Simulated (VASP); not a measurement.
Be2SeO2, 5 atoms in the cell. It takes space group P-3m1 (No. 164, trigonal). The conventional cell has a = 2.706 Å, b = 2.706 Å, c = 11.649 Å, α = 90.00°, β = 90.00°, γ = 120.00°. Be (site symmetry 3m) has 3 O at 1.56 Å within 2.1 Å. Se (site symmetry -3m) has 6 Se at 2.71 Å within 3.6 Å. Within 2.1 Å of O (site symmetry 3m) lie 3 Be at 1.56 Å. 

* Program: VASP 6.6.1
* Task: single point
* Functional: PBE
* Potentials or basis: VASP PAW PBE potentials, release 64 (Be, Se, O)
* Cutoff: 520 eV
* k mesh: 12 × 12 × 4
* Occupations: gaussian, width 0.1 eV
* Spin: no spin polarisation
* Dipole correction: no
* Further INCAR settings: ALGO = Normal; EDIFF = 1e-06; NBANDS = 19

Potentials or basis: VASP PAW PBE potentials, release 64 (Be, Se, O).

Command:

```console
$ cat potpaw_PBE.64/Be/POTCAR potpaw_PBE.64/Se/POTCAR potpaw_PBE.64/O/POTCAR > POTCAR
$ mpirun -np 1 vasp_std > vasp.out
```

Hardware: 1 thread of AMD EPYC 7R43 64-Core Processor (Zen 3) (shared host).

Question: How long does it take, and how much memory?

Answer: It took 110 s on 1 thread of AMD EPYC 7R43 64-Core Processor (Zen 3) (shared host), peak memory 0.2 GiB. Counts: scf iterations 16, k points 69.
